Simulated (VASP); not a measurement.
Wanted: the native input for a VASP 6.6.1 run.

- Task: single point
- Functional: PBEsol
- Potentials or basis: VASP PAW PBE potentials, release 64 (Pt, S)
- Cutoff: 520 eV
- k mesh: 12 × 12 × 8
- Occupations: gaussian, width 0.05 eV
- Spin: no spin polarisation
- Dipole correction: no
- Further INCAR settings: ALGO = Normal; EDIFF = 1e-06; NBANDS = 18

The structure of PtS2 lies in POSCAR:

```
PtS2
1.0
    3.5431994758      0.0000000000      0.0000000000
   -1.7715997379      3.0685007567      0.0000000000
    0.0000000000      0.0000000000      5.0388000000
Pt S
1 2
Direct
    0.0000000000      0.0000000000      0.0000000000
    0.4277695974      0.7357988101      0.3095379852
    0.6666666667      0.3333333333      0.7500000000
```

This cell differs from its parent crystal: atom 2 (S) moved by (+0.300, +0.300) A along [1 1 0] and z.

One way to write it, as run:

INCAR

```
SYSTEM = PtS2
PREC = Accurate
ENCUT = 520
EDIFF = 1E-6
ISMEAR = 0
SIGMA = 0.05
LREAL = .False.
LASPH = .True.
NELM = 80
ALGO = Normal
ISIF = 2
LWAVE = .False.
LCHARG = .True.
GGA = PS
LELF = .True.
LVHAR = .True.
NBANDS = 18
```

KPOINTS

```
regular mesh
0
Gamma
  12 12 8
  0 0 0
```

Potentials or basis: VASP PAW PBE potentials, release 64 (Pt, S).

Run with:

```console
$ cat potpaw_PBE.64/Pt/POTCAR potpaw_PBE.64/S/POTCAR > POTCAR
$ mpirun -np 1 vasp_std > vasp.out
```

It gave:

```
Pressure               : -8.7 GPa
Largest force          : 2.435 eV/Å
Band gap on the k mesh : zero (bands 11 and 12 overlap by 0.24 eV)
```

Caveat: the cell differs from its parent crystal (atom 2 (S) moved by (+0.300, +0.300) A along [1 1 0] and z); the cell stands under tension; the PAW data sets were made with another functional, which shifts forces and pressure a little; spin-orbit coupling is left out, which moves the levels of the heavy elements.

Wall time 3.1 min on 1 thread of Intel(R) Xeon(R) 6975P-C (Granite Rapids), on a shared host, peak memory 0.61 GiB.
